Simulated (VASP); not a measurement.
Runs of VASP 6.6.1 on Sc. The structure is that of space group P6_3/mmc (No. 194), or close to it. The cells are those of the table. 

| cell | further INCAR settings | gap on the mesh (eV) | pressure (GPa) |
| --- | --- | --- | --- |
| a = 3.309, b = 3.309, c = 5.242 Å, angles 90.0, 90.0, 120.0°, 2 atoms | ALGO = Fast; EDIFF = 1e-07; NBANDS = 18 | none | (b) |
| a = 3.309, b = 3.309, c = 5.373 Å, angles 90.0, 90.0, 120.0°, 2 atoms | ALGO = Fast; EDIFF = 1e-06; NBANDS = 18 | none | (a) |
| a = 3.309, b = 3.309, c = 5.163 Å, angles 90.0, 90.0, 120.0°, 2 atoms | ALGO = Fast; EDIFF = 1e-06; NBANDS = 18 | none | -1.8 |
| a = 3.309, b = 3.309, c = 5.215 Å, angles 90.0, 90.0, 120.0°, 2 atoms | ALGO = Fast; EDIFF = 1e-06; NBANDS = 18 | none | -2.3 |
| a = 3.309, b = 3.309, c = 5.294 Å, angles 90.0, 90.0, 120.0°, 2 atoms | ALGO = Fast; EDIFF = 1e-07; NBANDS = 18 | none | -3.0 |

Alike in all rows: task single point; level PBEsol; potentials or basis VASP PAW PBE potentials, release 64 (Sc_sv); no spin polarisation; k mesh 18 × 18 × 10; cutoff (eV) 520; smearing gaussian 0.15 eV.

Q: Fill in the values left out.

A: (a) -3.6; (b) -2.5.

Caveats: the PAW data sets were made with another functional, which shifts forces and pressure a little.

A gap of «none» marks levels without a gap at the run's occupations.
